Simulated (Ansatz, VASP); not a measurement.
**One calculation of Al3FeCo2, two programs**

Contents of INCAR:

```
ALGO = Normal
EDIFF = 1E-6
ENCUT = 520
GGA = PE
ISIF = 2
ISMEAR = 0
ISPIN = 2
LASPH = T
LCHARG = T
LELF = T
LMAXMIX = 4
LORBIT = 11
LREAL = F
LVHAR = T
LWAVE = F
MAGMOM = 0 0 0 0 0 0.48
NBANDS = 30
NELM = 150
PREC = Accurate
SIGMA = 0.1
```

The input KPOINTS:

```
k-points
0
Gamma
  6 6 2
```

File POSCAR:

```
Al3FeCo2
1.0
    2.8555627000      0.0000000000      0.0000000000
    0.0000000000      2.8555627000      0.0000000000
    0.0000000000      0.0000000000      8.5872422000
Al Co Fe
3 2 1
Direct
    0.0000000000      0.0000000000      0.8349030000
    0.0000000000      0.0000000000      0.1650970000
    0.0000000000      0.0000000000      0.5000000000
    0.5000000000      0.5000000000      0.3347920000
    0.5000000000      0.5000000000      0.6652080000
    0.5000000000      0.5000000000      0.0000000000
```

Input for Ansatz:

```yaml
crystal:
  lattice:
    - [2.8555627, 0.0, 0.0]
    - [0.0, 2.8555627, 0.0]
    - [0.0, 0.0, 8.5872422]
  atoms:
    - { symbol: Al, position: [0.0, 0.0, 0.834903] }
    - { symbol: Al, position: [0.0, 0.0, 0.165097] }
    - { symbol: Al, position: [0.0, 0.0, 0.5] }
    - { symbol: Co, position: [0.5, 0.5, 0.334792] }
    - { symbol: Co, position: [0.5, 0.5, 0.665208] }
    - { symbol: Fe, position: [0.5, 0.5, 0.0], spin: 0.48 }
basis:
  ecutwfc: 420
kpoints:
  mp_grid: { grid: [6, 6, 2] }
hamiltonian:
  xc: pbe
scf:
  occupations: { method: gaussian, width: 0.1 }
  lower_state_search: "off"
output:
  forces: true
  stress: true
  eigenvalues: true
  populations: true
magnetization:
  spin_polarized: true
```

Alike in both runs: task single point; functional PBE; k mesh 6 × 6 × 2; occupations gaussian, width 0.1 eV; collinear spin.

|  | VASP | Ansatz |
| --- | --- | --- |
| version | VASP 6.6.1 | Ansatz 0.2.0 |
| potentials or method | VASP PAW PBE potentials, release 64 (Al, Co, Fe), cutoff 520 eV | scalar-relativistic, plane waves, PAW |
| valence electrons in the cell | 35 | 59 |

Ansatz gave:

* gap on the k mesh at the Fermi level (eV): none
* pressure (GPa): -0.1
* traceless stress, the component that is largest in VASP (GPa): -0.21
* rms of the force components (eV/Å): 0.025
* net moment per atom (μB): 0.05
* size of the moment on the site where the two differ most (μB): 0.07

What did VASP give for the same quantities?

gap on the k mesh at the Fermi level (eV): none; pressure (GPa): -0.2; traceless stress, the component that is largest in VASP (GPa): -0.23; rms of the force components (eV/Å): 0.023; net moment per atom (μB): 0.05; size of the moment on the site where the two differ most (μB): 0.07.

Site moments also hang on the region over which each program counts them. Atom by atom the forces differ by 0.002 eV/Å (rms over components). A gap of «none» marks a metal or a gap that the smearing closes. VASP's potentials hold 35 valence electrons a cell and Ansatz's 59, so a difference there can come from the potentials and not from the codes.

The k mesh is coarse, so the values compare programs but aren't converged.
